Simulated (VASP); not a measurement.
# La: single point with PBEsol

Crystal: La.

```
La
1.0
     3.81961    0.00000    0.00000
    -1.90981    3.30788    0.00000
     0.00000    0.00000   12.31901
La
4
Direct
  0.66667 0.33333 0.25000
  0.33333 0.66667 0.75000
  0.00000 0.00000 0.50000
  0.00000 0.00000 0.00000
```

```
Program             : VASP 6.6.1
Task                : single point
Functional          : PBEsol
Potentials or basis : VASP PAW PBE potentials, release 64 (La)
Cutoff              : 520 eV
k mesh              : 8 × 8 × 3
Occupations         : fermi-dirac, width 0.05 eV
Spin                : no spin polarisation
```

- Pressure: -3.1 GPa
- Band gap on the k mesh: zero (bands 22 and 23 overlap by 1.16 eV)

Levels at points of the mesh, in eV from the Fermi level:
```csv
k point,band 18,band 19,band 20,band 21,band 22,band 23,band 24,band 25,band 26,band 27
"(0.00, 0.00, 0.00)",-1.98,-1.98,-1.73,0.47,0.58,1.23,1.23,1.24,1.28,1.31
"(0.50, 0.00, 0.00)",-1.77,-1.46,-1.03,-0.62,-0.31,-0.19,0.41,0.85,1.18,1.42
```

Run time: 3.3 min on 1 thread of Oxide Virtual Turin-like Processor, with other jobs on the host, peak memory 0.25 GiB.

Caveat: the cell stands under tension; the PAW data sets were made with another functional, which shifts forces and pressure a little; spin-orbit coupling is left out, which moves the levels of the heavy elements.
